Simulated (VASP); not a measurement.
Runs of VASP 6.6.1 on SiS2. Symmetry: Ibam, No. 72, orthorhombic system. Conventional cell: a = 5.564 Å, b = 9.545 Å, c = 5.552 Å, α = 90.00°, β = 90.00°, γ = 90.00°. Si (site symmetry 222) has 4 S at 2.13 Å and 2 Si at 2.78 Å within 2.8 Å. Within 2.8 Å of S (site symmetry m) lie 2 Si at 2.13 Å. 

```tsv
k mesh	gap on the mesh (eV)	pressure (GPa)	largest force (eV/Å)
2 × 2 × 2	2.87	2.3	(a)
4 × 4 × 4	2.83	2.1	0.23
5 × 5 × 5	(b)	2.1	0.23
3 × 3 × 3	2.98	2.1	0.23
```

Alike in all rows: task single point; level PBE; potentials or basis VASP PAW PBE potentials, release 64 (Si, S); no spin polarisation; cell as given; cutoff (eV) 500; smearing gaussian 0.01 eV.

Fill in the values left out.

(a) 0.28; (b) 2.82.

Caveats: some runs use coarse meshes.

A k mesh can miss the band edges.
